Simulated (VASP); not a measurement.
# NaI (P6_3/mmc) in VASP: notebook

The runs below take NaI through single point, with PBE.

Everything below comes from runs of VASP 6.6.1. Logs are shortened: lines on timing, memory, paths and dates and some standing lists are left out, and cuts for length are marked.

## 1. The cell of the first run

The structure is hexagonal, space group P6_3/mmc (No. 194). The conventional cell has a = 5.356 Å, b = 5.356 Å, c = 6.396 Å, α = 90.00°, β = 90.00°, γ = 120.00°. Within 4.1 Å of Na (site symmetry -6m2) lie 5 I at 3.09 to 3.20 Å. I (site symmetry -6m2) has 5 Na at 3.09 to 3.20 Å within 4.1 Å.

## 2. Single point, PBE (39.73 Å³/atom)

The input, INCAR:

```
PREC     = Accurate       # precision mode
ENCUT    = 520            # plane-wave cutoff, eV
EDIFF    = 1E-6           # SCF threshold, eV
ISMEAR   = 0              # smearing method
SIGMA    = 0.01           # smearing width, eV
LREAL    = False          # projectors in reciprocal space
LASPH    = True           # aspherical terms in the spheres
NELM     = 100            # most SCF steps
ALGO     = Normal         # electronic algorithm
ISIF     = 2              # what is computed and relaxed
LWAVE    = False          # write WAVECAR
LCHARG   = True           # write CHGCAR
GGA      = PE             # functional
LELF     = True           # ELF
LVHAR    = True         
NBANDS   = 22             # bands
```

The input, KPOINTS:

```
Automatic mesh
0
Gamma
  6 6 4
```

The input, POSCAR:

```
NaI
1.0
    5.3562145132      0.0000000000      0.0000000000
   -2.6781072566      4.6386178366      0.0000000000
    0.0000000000      0.0000000000      6.3958394612
Na I
2 2
Direct
    0.3333333333      0.6666666667      0.2500000000
    0.6666666667      0.3333333333      0.7500000000
    0.6666666667      0.3333333333      0.2500000000
    0.3333333333      0.6666666667      0.7500000000
```

Potentials or basis: VASP PAW PBE potentials, release 64 (Na_pv, I).

Command:

```console
$ cat potpaw_PBE.64/Na_pv/POTCAR potpaw_PBE.64/I/POTCAR > POTCAR
$ mpirun -np 1 vasp_std > vasp.out
```

OUTCAR:

```text
PREC = Accurate
   ENCUT = 520
   EDIFF = 1E-6
   ISMEAR = 0
   LREAL = False
   LASPH = True
   NELM = 100
   ISIF = 2
   GGA = PE

 ion  position               nearest neighbor table
   1  0.333  0.667  0.250-   3 3.09   3 3.09   3 3.09
   2  0.667  0.333  0.750-   4 3.09   4 3.09   4 3.09
   3  0.667  0.333  0.250-   1 3.09   1 3.09   1 3.09
   4  0.333  0.667  0.750-   2 3.09   2 3.09   2 3.09

  LATTYP: Found a hexagonal cell.
 ALAT       =     5.3562145132
 C/A-ratio  =     1.1940969589

  Lattice vectors:

 A1 = (   5.3562145132,   0.0000000000,   0.0000000000)
 A2 = (  -2.6781072566,   4.6386178366,   0.0000000000)
 A3 = (   0.0000000000,   0.0000000000,   6.3958394612)

Analysis of symmetry for initial positions (statically):
=====================================================================
 Subroutine PRICEL returns:
 Original cell was already a primitive cell.

 Routine SETGRP: Setting up the symmetry group for a
 hexagonal supercell.

 Subroutine GETGRP returns: Found 24 space group operations
 (whereof 12 operations were pure point group operations)
 out of a pool of 24 trial point group operations.

The static configuration has the point symmetry D_3d.
 The point group associated with its full space group is D_6h.

Analysis of symmetry for dynamics (positions and initial velocities):
=====================================================================
 Subroutine PRICEL returns:
 Original cell was already a primitive cell.

 Routine SETGRP: Setting up the symmetry group for a
 hexagonal supercell.

 Subroutine GETGRP returns: Found 24 space group operations
 (whereof 12 operations were pure point group operations)
 out of a pool of 24 trial point group operations.

The dynamic configuration has the point symmetry D_3d.
 The point group associated with its full space group is D_6h.

 Subroutine INISYM returns: Found 24 space group operations
 (whereof 12 operations are pure point group operations),
 and found     1 'primitive' translations

----------------------------------------------------------------------------------------

                                     Primitive cell

  volume of cell :     158.9074

  direct lattice vectors                    reciprocal lattice vectors
     5.356214513  0.000000000  0.000000000     0.186699020  0.107790729  0.000000000
    -2.678107257  4.638617837  0.000000000     0.000000000  0.215581459  0.000000000
     0.000000000  0.000000000  6.395839461     0.000000000  0.000000000  0.156351642

[... 76 lines left out ...]
   ICHARG =      2    charge: 1-file 2-atom 10-const
   ISPIN  =      1    spin polarized calculation?
   LNONCOLLINEAR =      F non collinear calculations
   LSORBIT =      F    spin-orbit coupling
   LASPH  =      T    aspherical Exc in radial PAW
   ENCUT  =  520.0 eV  38.22 Ry    6.18 a.u.   9.96  9.96 11.89*2*pi/ulx,y,z
   NELM   =    100;   NELMIN=  2; NELMDL= -5     # of ELM steps
   EDIFF  = 0.1E-05   stopping-criterion for ELM
   LREAL  =      F    real-space projection
[... 7 lines left out ...]
   TEBEG  =    0.0;   TEEND  =   0.0 temperature during run
   PSTRESS=    0.0 pullay stress
   NELECT =      28.0000    total number of electrons
   NUPDOWN=      -1.0000    fix difference up-down
   EMIN   =  10.00;   EMAX   =-10.00  energy-range for DOS
   EFERMI =   0.00;   METHOD = LEGACY
   ISMEAR =     0;   SIGMA  =   0.01  broadening in eV -4-tet -1-fermi 0-gaus
   EFERMI_NEDOS =   21; number of points for ismear=-14 and -15
   IALGO  =     38    algorithm
   IMIX   =      4    mixing-type and parameters
     AMIX     =   0.40;   BMIX     =  1.00
     AMIX_MAG =   1.60;   BMIX_MAG =  1.00
  volume/ion in A,a.u.               =      39.73       268.09
  Fermi-wavevector in a.u.,A,eV,Ry     =   0.917796  1.734383 11.460860  0.842349
  Thomas-Fermi vector in A             =   2.042805
   LORBIT       =      0    0 simple, 1 ext, 2 COOP (PROOUT), +10 PAW based schemes
   GGA     = PE    functional components
   LHFCALC =     F    Hartree Fock is set to
   AEXX    =    0.0000 exact exchange contribution
   IVDW    =     0    specifies the selected vdW correction
   LEPSILON=     F    determine dielectric tensor
   LRPA    =     F    only Hartree local field effects (RPA)
 non-spin polarized calculation
 Gauss-broadening in eV      SIGMA  =   0.01
  energy-cutoff  :      520.00
  volume of cell :      158.91
 maximum number of plane-waves:      4320
 NGX is ok and might be reduce to    40
   NGX = 19   NGY = 19   NGZ = 23

 number of electron      27.9999990 magnetization

 Free energy of the ion-electron system (eV)
  ---------------------------------------------------
  ext. energy  EPLUGINS =         0.00000000
  ---------------------------------------------------
  free energy    TOTEN  =       -10.64363132 eV

  energy without entropy =      -10.64363132  energy(sigma->0) =      -10.64363132

 E-fermi :  -0.0121     XC(G=0):  -6.8862

 val. band max:       -0.1335529630   @ k =   0.0000   0.0000   0.0000
 cond. band min:       3.4743566654   @ k =   0.0000   0.0000   0.0000
 fundamental gap:      3.6079096285
 Fermi energy:        -0.0121176302

 k-point     1 :       0.0000    0.0000    0.0000
  band No.  band energies     occupation
      1     -22.5660      2.00000
      2     -22.5660      2.00000
      3     -22.5642      2.00000
      4     -22.5642      2.00000
      5     -22.5626      2.00000
      6     -22.5580      2.00000
[... 514 lines left out ...]
     21       8.3826      0.00000
     22       8.3826      0.00000

------------------------ aborting loop because EDIFF is reached ----------------------------------------

  FORCE on cell =-STRESS in cart. coord.  units (eV):
  Direction    XX          YY          ZZ          XY          YZ          ZX
  --------------------------------------------------------------------------------------
  -------------------------------------------------------------------------------------
  Total        0.8509248      0.8509248      0.9148664      0.0000000      0.0000000      0.0000000
  in kB        8.5794149      8.5794149      9.2241029      0.0000000      0.0000000      0.0000000
  external PRESSURE =       8.7943109 kB  Pullay stress =       0.0000000 kB

 VOLUME and BASIS-vectors are now :
 -----------------------------------------------------------------------------
  energy-cutoff  :      520.00
  volume of cell :      158.91
      direct lattice vectors                 reciprocal lattice vectors
     5.356214513  0.000000000  0.000000000     0.186699020  0.107790729  0.000000000
    -2.678107257  4.638617837  0.000000000     0.000000000  0.215581459  0.000000000
     0.000000000  0.000000000  6.395839461     0.000000000  0.000000000  0.156351642

 POSITION                                       TOTAL-FORCE (eV/Angst)
 -----------------------------------------------------------------------------------
     -0.00000      3.09241      1.59896         0.000000      0.000000     -0.000000
      2.67811      1.54621      4.79688        -0.000000      0.000000      0.000000
      2.67811      1.54621      1.59896         0.000000      0.000000     -0.000000
     -0.00000      3.09241      4.79688         0.000000     -0.000000     -0.000000
 -----------------------------------------------------------------------------------
    total drift:                               -0.000000     -0.000000     -0.000000

  FREE ENERGIE OF THE ION-ELECTRON SYSTEM (eV)
  ---------------------------------------------------
  free  energy   TOTEN  =       -10.6436313178 eV

  energy  without entropy=      -10.6436313178  energy(sigma->0) =      -10.64363132
```

stdout:

```text
POSCAR found type information on POSCAR NaI
 POSCAR found :  2 types and       4 ions
 scaLAPACK will be used
 LDA part: xc-table for (Slater+PW92), standard interpolation
 POSCAR, INCAR and KPOINTS ok, starting setup
 FFT: planning ... GRIDC
 FFT: planning ... GRID_SOFT
 FFT: planning ... GRID
 WAVECAR not read
 entering main loop
```

It took 87 s on 1 thread of Intel Xeon 8259CL, shared host; peak memory 0.28 GiB.

Results:

| Property | Result |
| --- | --- |
| Free energy | -10.6436 eV |
| Pressure | 0.9 GPa |
| Band gap on the k mesh | 3.61 eV |

Levels at points of the mesh, in eV from the valence-band top:
```
           k point  band 12  band 13  band 14  band 15  band 16  band 17
(0.00, 0.00, 0.00)    -0.39    -0.39     0.00     3.61     4.74     6.83
(0.50, 0.00, 0.00)    -1.03    -0.67    -0.32     5.02     5.54     6.52
(0.00, 0.00, 0.50)    -0.70    -0.70    -0.70     5.16     5.16     6.68
(0.50, 0.00, 0.50)    -0.83    -0.31    -0.31     5.37     5.37     7.10
```

Caveat: spin-orbit coupling is left out, which moves the levels of the heavy elements.

## 3. Single point, PBE

This run uses another cell than the first one, of 41.05 Å³/atom.

The input, INCAR:

```
PREC = Accurate
ENCUT = 520
EDIFF = 1E-6
ISMEAR = 0
SIGMA = 0.01
LREAL = F
LASPH = T
NELM = 60
ALGO = Normal
ISIF = 2
LWAVE = F
LCHARG = F
GGA = PE
NBANDS = 22
```

KPOINTS is that of step 2.

The input, POSCAR:

```
NaI
1.0
    5.4164417949      0.0000000000      0.0000000000
   -2.7082208975      4.6907761925      0.0000000000
    0.0000000000      0.0000000000      6.4622146386
Na I
2 2
Direct
    0.3333333333      0.6666666667      0.2500000000
    0.6666666667      0.3333333333      0.7500000000
    0.6666666667      0.3333333333      0.2500000000
    0.3333333333      0.6666666667      0.7500000000
```

Potentials or basis: VASP PAW PBE potentials, release 64 (Na_pv, I).

Command:

```console
$ cat potpaw_PBE.64/Na_pv/POTCAR potpaw_PBE.64/I/POTCAR > POTCAR
$ mpirun -np 1 vasp_std > vasp.out
```

OUTCAR:

```text
PREC = Accurate
   ENCUT = 520
   EDIFF = 1E-6
   ISMEAR = 0
   LREAL = F
   LASPH = T
   NELM = 60
   ISIF = 2
   GGA = PE

 ion  position               nearest neighbor table
   1  0.333  0.667  0.250-   3 3.13   3 3.13   3 3.13
   2  0.667  0.333  0.750-   4 3.13   4 3.13   4 3.13
   3  0.667  0.333  0.250-   1 3.13   1 3.13   1 3.13
   4  0.333  0.667  0.750-   2 3.13   2 3.13   2 3.13

  LATTYP: Found a hexagonal cell.
 ALAT       =     5.4164417949
 C/A-ratio  =     1.1930737712

  Lattice vectors:

 A1 = (   5.4164417949,   0.0000000000,   0.0000000000)
 A2 = (  -2.7082208975,   4.6907761925,   0.0000000000)
 A3 = (   0.0000000000,   0.0000000000,   6.4622146386)

Analysis of symmetry for initial positions (statically):
=====================================================================
 Subroutine PRICEL returns:
 Original cell was already a primitive cell.

 Routine SETGRP: Setting up the symmetry group for a
 hexagonal supercell.

 Subroutine GETGRP returns: Found 24 space group operations
 (whereof 12 operations were pure point group operations)
[... 163 lines left out ...]

  energy without entropy =      -10.66460988  energy(sigma->0) =      -10.66460988

 E-fermi :  -0.2531     XC(G=0):  -6.7659

 val. band max:       -0.3299968307   @ k =   0.0000   0.0000   0.0000
 cond. band min:       3.2299910012   @ k =   0.0000   0.0000   0.0000
 fundamental gap:      3.5599878320
 Fermi energy:        -0.2530752640

 k-point     1 :       0.0000    0.0000    0.0000
  band No.  band energies     occupation
      1     -22.7964      2.00000
      2     -22.7964      2.00000
      3     -22.7949      2.00000
      4     -22.7949      2.00000
      5     -22.7930      2.00000
      6     -22.7891      2.00000
[... 514 lines left out ...]
     21       8.1205      0.00000
     22       8.1205      0.00000

------------------------ aborting loop because EDIFF is reached ----------------------------------------

  FORCE on cell =-STRESS in cart. coord.  units (eV):
  Direction    XX          YY          ZZ          XY          YZ          ZX
  --------------------------------------------------------------------------------------
  -------------------------------------------------------------------------------------
  Total        0.3928315      0.3928315      0.4280826     -0.0000000     -0.0000000      0.0000000
  in kB        3.8333342      3.8333342      4.1773222     -0.0000000     -0.0000000      0.0000000
  external PRESSURE =       3.9479969 kB  Pullay stress =       0.0000000 kB

 VOLUME and BASIS-vectors are now :
 -----------------------------------------------------------------------------
  energy-cutoff  :      520.00
  volume of cell :      164.19
      direct lattice vectors                 reciprocal lattice vectors
     5.416441795  0.000000000  0.000000000     0.184623049  0.106592167  0.000000000
    -2.708220897  4.690776193  0.000000000     0.000000000  0.213184334  0.000000000
     0.000000000  0.000000000  6.462214639     0.000000000  0.000000000  0.154745711

 POSITION                                       TOTAL-FORCE (eV/Angst)
 -----------------------------------------------------------------------------------
     -0.00000      3.12718      1.61555        -0.000000      0.000000      0.000000
      2.70822      1.56359      4.84666         0.000000     -0.000000      0.000000
      2.70822      1.56359      1.61555         0.000000     -0.000000      0.000000
     -0.00000      3.12718      4.84666        -0.000000      0.000000      0.000000
 -----------------------------------------------------------------------------------
    total drift:                               -0.000000      0.000000     -0.000000

  FREE ENERGIE OF THE ION-ELECTRON SYSTEM (eV)
  ---------------------------------------------------
  free  energy   TOTEN  =       -10.6646098794 eV

  energy  without entropy=      -10.6646098794  energy(sigma->0) =      -10.66460988
```

OSZICAR:

```text
N       E                     dE             d eps       ncg     rms          rms(c)
DAV:   1     0.212262179231E+03    0.21226E+03   -0.12646E+04   932   0.113E+03
DAV:   2     0.756024649485E+01   -0.20470E+03   -0.19643E+03  1106   0.269E+02
DAV:   3    -0.103000828334E+02   -0.17860E+02   -0.17789E+02  1164   0.878E+01
DAV:   4    -0.108277197668E+02   -0.52764E+00   -0.52741E+00  1114   0.158E+01
DAV:   5    -0.108479624562E+02   -0.20243E-01   -0.20242E-01  1344   0.297E+00    0.229E+00
DAV:   6    -0.106721522875E+02    0.17581E+00   -0.23417E-01  1068   0.211E+00    0.161E+00
DAV:   7    -0.106506475295E+02    0.21505E-01   -0.19534E-01  1086   0.177E+00    0.933E-01
DAV:   8    -0.106641880318E+02   -0.13541E-01   -0.17340E-02   972   0.811E-01    0.300E-01
DAV:   9    -0.106639020119E+02    0.28602E-03   -0.49492E-04  1086   0.171E-01    0.761E-02
DAV:  10    -0.106645804902E+02   -0.67848E-03   -0.78421E-04   966   0.168E-01    0.203E-02
DAV:  11    -0.106645987616E+02   -0.18271E-04   -0.41469E-05  1106   0.514E-02    0.830E-03
DAV:  12    -0.106646087932E+02   -0.10032E-04   -0.11976E-05   966   0.262E-02    0.257E-03
DAV:  13    -0.106646099161E+02   -0.11229E-05   -0.89828E-07   930   0.712E-03    0.187E-03
DAV:  14    -0.106646098794E+02    0.36744E-07   -0.14890E-07   752   0.230E-03
   1 F= -.10664610E+02 E0= -.10664610E+02  d E =-.787360E-30
```

stdout:

```text
POSCAR found type information on POSCAR NaI
 POSCAR found :  2 types and       4 ions
 scaLAPACK will be used
 LDA part: xc-table for (Slater+PW92), standard interpolation
 POSCAR, INCAR and KPOINTS ok, starting setup
 FFT: planning ... GRIDC
 FFT: planning ... GRID_SOFT
 FFT: planning ... GRID
 WAVECAR not read
 entering main loop
```

Run time: 80 s. Hardware: 1 thread of Intel Xeon 8259CL, shared host; peak memory 0.28 GiB.

Results:

- Free energy: -10.6646 eV
- Pressure: 0.4 GPa
- Band gap on the k mesh: 3.56 eV

Levels at points of the mesh, in eV from the valence-band top:
```
           k point  band 10  band 11  band 12  band 13  band 14  band 15  band 16  band 17  band 18  band 19
(0.00, 0.00, 0.00)    -0.92    -0.92    -0.37    -0.37     0.00     3.56     4.71     6.82     6.82     7.75
(0.50, 0.00, 0.00)    -1.17    -1.16    -0.97    -0.63    -0.30     5.03     5.45     6.53     6.85     6.94
(0.00, 0.00, 0.50)    -1.09    -0.65    -0.65    -0.65    -0.65     5.10     5.10     6.68     6.68     6.68
(0.50, 0.00, 0.50)    -1.80    -0.78    -0.78    -0.29    -0.29     5.36     5.36     7.06     7.06     8.08
```

Caveat: spin-orbit coupling is left out, which moves the levels of the heavy elements. A k mesh can miss the band edges.

(Part 1 of 2 ends here.)
